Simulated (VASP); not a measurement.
# Ti12O in VASP: notebook

Runs on Ti12O. Level: PBE. Tasks: single point.

Program: VASP 6.6.1. These are calculated values, not measurements. Logs are shortened: lines on timing, memory, paths and dates and some standing lists are left out, and cuts for length are marked.

### Step 1. The cell of the first run

The cell holds a slab with vacuum, 13 atoms: a = 5.815 Å, b = 5.815 Å, c = 19.306 Å, α = 90.00°, β = 90.00°, γ = 90.00°.

### Step 2. Single point, PBE

File INCAR:

```
PREC = Accurate ; ENCUT = 520
EDIFF = 1E-6 ; ISMEAR = 0
SIGMA = 0.1 ; LREAL = False
LASPH = True ; NELM = 80
ALGO = Normal ; ISIF = 2
LWAVE = False ; LCHARG = True
LDIPOL = True ; IDIPOL = 3
DIPOL = 0.5 0.5 0.320 ; GGA = PE
LELF = True ; LVHAR = True
LVACPOTAV = True ; NBANDS = 87
```

File KPOINTS:

```
Automatic mesh
0
Gamma
  5 5 1
```

File POSCAR:

```
Ti12O
1.0
    5.8150893847      0.0000000000      0.0000000000
    0.0000000000      5.8150893847      0.0000000000
    0.0000000000      0.0000000000     19.3059825436
Ti O
12 1
Direct
    0.2500000000      0.2500000000      0.2071896621
    0.2500000000      0.7500000000      0.2071896621
    0.7500000000      0.2500000000      0.2071896621
    0.7500000000      0.7500000000      0.2071896621
    0.0000000000      0.0000000000      0.3057583574
    0.0000000000      0.5000000000      0.3057583574
    0.5000000000      0.0000000000      0.3057583574
    0.5000000000      0.5000000000      0.3057583574
    0.2500000000      0.2500000000      0.4043297214
    0.2500000000      0.7500000000      0.4043297214
    0.7500000000      0.2500000000      0.4043297214
    0.7500000000      0.7500000000      0.4043297214
    0.2500000000      0.2500000000      0.4921034904
```

Potentials or basis: VASP PAW PBE potentials, release 64 (Ti_sv, O).

Started as:

```bash
cat potpaw_PBE.64/Ti_sv/POTCAR potpaw_PBE.64/O/POTCAR > POTCAR
mpirun -np 1 vasp_std > vasp.out
```

OUTCAR:

```text
PREC = Accurate
   ENCUT = 520
   EDIFF = 1E-6
   ISMEAR = 0
   LREAL = False
   LASPH = True
   NELM = 80
   ISIF = 2
   GGA = PE

 ion  position               nearest neighbor table
   1  0.250  0.250  0.207-   5 2.80   6 2.80   7 2.80   8 2.80   2 2.91   3 2.91   2 2.91   3 2.91

   2  0.250  0.750  0.207-   5 2.80   6 2.80   7 2.80   8 2.80   1 2.91   4 2.91   1 2.91   4 2.91

   3  0.750  0.250  0.207-   5 2.80   6 2.80   7 2.80   8 2.80   1 2.91   4 2.91   4 2.91   1 2.91
[... 15 lines left out ...]
  11  0.750  0.250  0.404-   5 2.80   6 2.80   7 2.80   8 2.80   9 2.91  12 2.91  12 2.91   9 2.91

  12  0.750  0.750  0.404-   5 2.80   6 2.80   7 2.80   8 2.80  10 2.91  11 2.91  11 2.91  10 2.91

  13  0.250  0.250  0.492-   9 1.69

  LATTYP: Found a simple tetragonal cell.
 ALAT       =     5.8150893847
 C/A-ratio  =     3.3199803591

  Lattice vectors:

 A1 = (   5.8150893847,   0.0000000000,   0.0000000000)
 A2 = (   0.0000000000,   5.8150893847,   0.0000000000)
 A3 = (   0.0000000000,   0.0000000000,  19.3059825436)

Analysis of symmetry for initial positions (statically):
=====================================================================
 Subroutine PRICEL returns:
 Original cell was already a primitive cell.

 Routine SETGRP: Setting up the symmetry group for a
 simple tetragonal supercell.

 Subroutine GETGRP returns: Found  8 space group operations
 (whereof  2 operations were pure point group operations)
 out of a pool of 16 trial point group operations.

The static configuration has the point symmetry C_1h.
 The point group associated with its full space group is C_4v.

Analysis of symmetry for dynamics (positions and initial velocities):
=====================================================================
 Subroutine PRICEL returns:
 Original cell was already a primitive cell.

 Routine SETGRP: Setting up the symmetry group for a
 simple tetragonal supercell.

 Subroutine GETGRP returns: Found  8 space group operations
 (whereof  2 operations were pure point group operations)
 out of a pool of 16 trial point group operations.

The dynamic configuration has the point symmetry C_1h.
 The point group associated with its full space group is C_4v.

 Subroutine INISYM returns: Found  8 space group operations
 (whereof  2 operations are pure point group operations),
 and found     1 'primitive' translations

----------------------------------------------------------------------------------------

                                     Primitive cell

  volume of cell :     652.8369

  direct lattice vectors                    reciprocal lattice vectors
     5.815089385  0.000000000  0.000000000     0.171966402  0.000000000  0.000000000
     0.000000000  5.815089385  0.000000000     0.000000000  0.171966402  0.000000000
     0.000000000  0.000000000 19.305982544     0.000000000  0.000000000  0.051797416

  length of vectors
     5.815089385  5.815089385 19.305982544     0.171966402  0.171966402  0.051797416

  position of ions in fractional coordinates (direct lattice)
     0.250000000  0.250000000  0.207189662
     0.250000000  0.750000000  0.207189662
     0.750000000  0.250000000  0.207189662
     0.750000000  0.750000000  0.207189662
     0.000000000  0.000000000  0.305758357
     0.000000000  0.500000000  0.305758357
     0.500000000  0.000000000  0.305758357
     0.500000000  0.500000000  0.305758357
     0.250000000  0.250000000  0.404329721
     0.250000000  0.750000000  0.404329721
     0.750000000  0.250000000  0.404329721
     0.750000000  0.750000000  0.404329721
     0.250000000  0.250000000  0.492103490

  ion indices of the primitive-cell ions
   primitive index   ion index
                 1           1
                 2           2
                 3           3
                 4           4
                 5           5
                 6           6
                 7           7
                 8           8
                 9           9
                10          10
                11          11
                12          12
                13          13

----------------------------------------------------------------------------------------

 KPOINTS: Automatic mesh

Automatic generation of k-mesh.
 Grid dimensions read from file:
 generate k-points for:    5    5    1

 Generating k-lattice:

  Cartesian coordinates                     Fractional coordinates (reciprocal lattice)
     0.034393280  0.000000000  0.000000000     0.200000000  0.000000000  0.000000000
     0.000000000  0.034393280  0.000000000     0.000000000  0.200000000  0.000000000
     0.000000000  0.000000000  0.051797416     0.000000000  0.000000000  1.000000000

  Length of vectors
     0.034393280  0.034393280  0.051797416

  Shift w.r.t. Gamma in fractional coordinates (k-lattice)
     0.000000000  0.000000000  0.000000000

 Subroutine IBZKPT returns following result:
 ===========================================

 Found      6 irreducible k-points:

 Following reciprocal coordinates:
            Coordinates               Weight
  0.000000  0.000000  0.000000      1.000000
  0.200000  0.000000  0.000000      4.000000
  0.400000  0.000000  0.000000      4.000000
  0.200000  0.200000  0.000000      4.000000
  0.400000  0.200000  0.000000      8.000000
  0.400000  0.400000  0.000000      4.000000
   k-points           NKPTS =      6   k-points in BZ     NKDIM =      6   number of bands    NBANDS=     87
   number of dos      NEDOS =    301   number of ions     NIONS =     13
   total plane-waves  NPLWV = 331776
   dimension x,y,z NGX =    48 NGY =   48 NGZ =  144
   dimension x,y,z NGXF=    96 NGYF=   96 NGZF=  288
   ions per type =              12   1
   NGX,Y,Z   is equivalent  to a cutoff of  13.72, 13.72, 12.40 a.u.
   NGXF,Y,Z  is equivalent  to a cutoff of  27.45, 27.45, 24.80 a.u.
 SYSTEM =  unknown system
   PREC   = accura    normal or accurate (medium, high low for compatibility)
   ISTART =      0    job   : 0-new  1-cont  2-samecut
   ICHARG =      2    charge: 1-file 2-atom 10-const
   ISPIN  =      1    spin polarized calculation?
   LNONCOLLINEAR =      F non collinear calculations
   LSORBIT =      F    spin-orbit coupling
   LASPH  =      T    aspherical Exc in radial PAW
   ENCUT  =  520.0 eV  38.22 Ry    6.18 a.u.  10.81 10.81 35.90*2*pi/ulx,y,z
   NELM   =     80;   NELMIN=  2; NELMDL= -5     # of ELM steps
   EDIFF  = 0.1E-05   stopping-criterion for ELM
   LREAL  =      F    real-space projection
   EDIFFG = 0.1E-04   stopping-criterion for IOM
   NSW    =      0    number of steps for IOM
   IBRION =     -1    ionic relax: 0-MD 1-quasi-New 2-CG
   NFREE  =      0    steps in history (QN), initial steepest desc. (CG)
   ISIF   =      2    stress and relaxation
   ISYM   =      2    0-nonsym 1-usesym 2-fastsym
   POTIM  = 0.5000    time-step for ionic-motion
   TEBEG  =    0.0;   TEEND  =   0.0 temperature during run
   PSTRESS=    0.0 pullay stress
   NELECT =     150.0000    total number of electrons
   NUPDOWN=      -1.0000    fix difference up-down
   EMIN   =  10.00;   EMAX   =-10.00  energy-range for DOS
   EFERMI =   0.00;   METHOD = LEGACY
   ISMEAR =     0;   SIGMA  =   0.10  broadening in eV -4-tet -1-fermi 0-gaus
   EFERMI_NEDOS =   21; number of points for ismear=-14 and -15
   IALGO  =     38    algorithm
   IMIX   =      4    mixing-type and parameters
     AMIX     =   0.40;   BMIX     =  1.00
     AMIX_MAG =   1.60;   BMIX_MAG =  1.00
  volume/ion in A,a.u.               =      50.22       338.89
  Fermi-wavevector in a.u.,A,eV,Ry     =   1.002698  1.894825 13.679355  1.005404
  Thomas-Fermi vector in A             =   2.135203
   LORBIT       =      0    0 simple, 1 ext, 2 COOP (PROOUT), +10 PAW based schemes
   GGA     = PE    functional components
   LHFCALC =     F    Hartree Fock is set to
   AEXX    =    0.0000 exact exchange contribution
   IVDW    =     0    specifies the selected vdW correction
   LEPSILON=     F    determine dielectric tensor
   LRPA    =     F    only Hartree local field effects (RPA)
 non-spin polarized calculation
 Gauss-broadening in eV      SIGMA  =   0.10
  energy-cutoff  :      520.00
  volume of cell :      652.84
 maximum number of plane-waves:     17596
 NGX is ok and might be reduce to    48
   NGX = 21   NGY = 21   NGZ = 71

 dipolmoment           0.000000      0.000000     -0.732720 electrons x Angstroem

 number of electron     150.0000051 magnetization

 dipolmoment           0.000000      0.000000      0.160424 electrons x Angstroem

 Free energy of the ion-electron system (eV)
  ---------------------------------------------------
  ext. energy  EPLUGINS =         0.00000000
  ---------------------------------------------------
  free energy    TOTEN  =       -94.81784507 eV

  energy without entropy =      -94.66615210  energy(sigma->0) =      -94.74199859

 E-fermi :  -0.0137     XC(G=0):  -4.7477

 val. band max:       -0.0204825017   @ k =   0.2000   0.0000   0.0000
 cond. band min:      -0.0094490056   @ k =   0.0000   0.0000   0.0000
 fundamental gap:      0.0110334961
 Fermi energy:        -0.0137153411

 k-point     1 :       0.0000    0.0000    0.0000
  band No.  band energies     occupation
      1     -56.9319      2.00000
      2     -56.9114      2.00000
      3     -56.8499      2.00000
      4     -56.8084      2.00000
      5     -56.7527      2.00000
      6     -56.7496      2.00000
[... 529 lines left out ...]
     86       0.8800      0.00000
     87       0.9571      0.00000

------------------------ aborting loop because EDIFF is reached ----------------------------------------

  FORCE on cell =-STRESS in cart. coord.  units (eV):
  Direction    XX          YY          ZZ          XY          YZ          ZX
  --------------------------------------------------------------------------------------
  -------------------------------------------------------------------------------------
  Total       -2.9734722     -2.9734722      1.8902792      0.0000000      0.0000000      0.0000000
  in kB       -7.2974272     -7.2974272      4.6390798      0.0000000      0.0000000      0.0000000
  external PRESSURE =      -3.3185916 kB  Pullay stress =       0.0000000 kB

 VOLUME and BASIS-vectors are now :
 -----------------------------------------------------------------------------
  energy-cutoff  :      520.00
  volume of cell :      652.84
      direct lattice vectors                 reciprocal lattice vectors
     5.815089385  0.000000000  0.000000000     0.171966402  0.000000000  0.000000000
     0.000000000  5.815089385  0.000000000     0.000000000  0.171966402  0.000000000
     0.000000000  0.000000000 19.305982544     0.000000000  0.000000000  0.051797416

 POSITION                                       TOTAL-FORCE (eV/Angst)
 -----------------------------------------------------------------------------------
      1.45377      1.45377      4.00000         0.000000      0.000000     -0.108776
      1.45377      4.36132      4.00000         0.000000      0.000000      0.026369
      4.36132      1.45377      4.00000         0.000000      0.000000      0.026369
      4.36132      4.36132      4.00000         0.000000      0.000000      0.212692
      0.00000      0.00000      5.90297        -0.129515     -0.129515     -0.294000
      0.00000      2.90754      5.90297        -0.129515      0.129515     -0.294000
      2.90754      0.00000      5.90297         0.129515     -0.129515     -0.294000
      2.90754      2.90754      5.90297         0.129515      0.129515     -0.294000
      1.45377      1.45377      7.80598         0.000000     -0.000000      0.752580
      1.45377      4.36132      7.80598         0.000000     -0.000000      0.190535
      4.36132      1.45377      7.80598         0.000000      0.000000      0.190535
      4.36132      4.36132      7.80598         0.000000     -0.000000     -0.318290
      1.45377      1.45377      9.50054         0.000000      0.000000      0.203985
 -----------------------------------------------------------------------------------
    total drift:                                0.000000     -0.000000      0.000028

  FREE ENERGIE OF THE ION-ELECTRON SYSTEM (eV)
  ---------------------------------------------------
  free  energy   TOTEN  =       -94.8178450707 eV

  energy  without entropy=      -94.6661521019  energy(sigma->0) =      -94.74199859

 vacuum level on the upper side and lower side of the slab         4.658         3.800
```

Wall time 20 min (1 thread of Oxide Virtual Turin-like, shared host); peak memory 0.72 GiB.

What came out:

| Quantity | Value |
| --- | --- |
| Free energy | -94.8178 eV |
| Largest force | 0.753 eV/Å |
| Band gap on the k mesh | zero (band 75 reaches 0.10 eV, above the bottom of band 76 at -0.16 eV) |

Forces in eV/Å, atoms in the order of the input:
```
Ti   0.000  0.000 -0.109
Ti   0.000  0.000  0.026
Ti   0.000  0.000  0.026
Ti   0.000  0.000  0.213
Ti  -0.130 -0.130 -0.294
Ti  -0.130  0.130 -0.294
Ti   0.130 -0.130 -0.294
Ti   0.130  0.130 -0.294
Ti   0.000  0.000  0.753
Ti   0.000  0.000  0.191
Ti   0.000  0.000  0.191
Ti   0.000  0.000 -0.318
O    0.000  0.000  0.204
```

(Continued in part 2 of 2.)
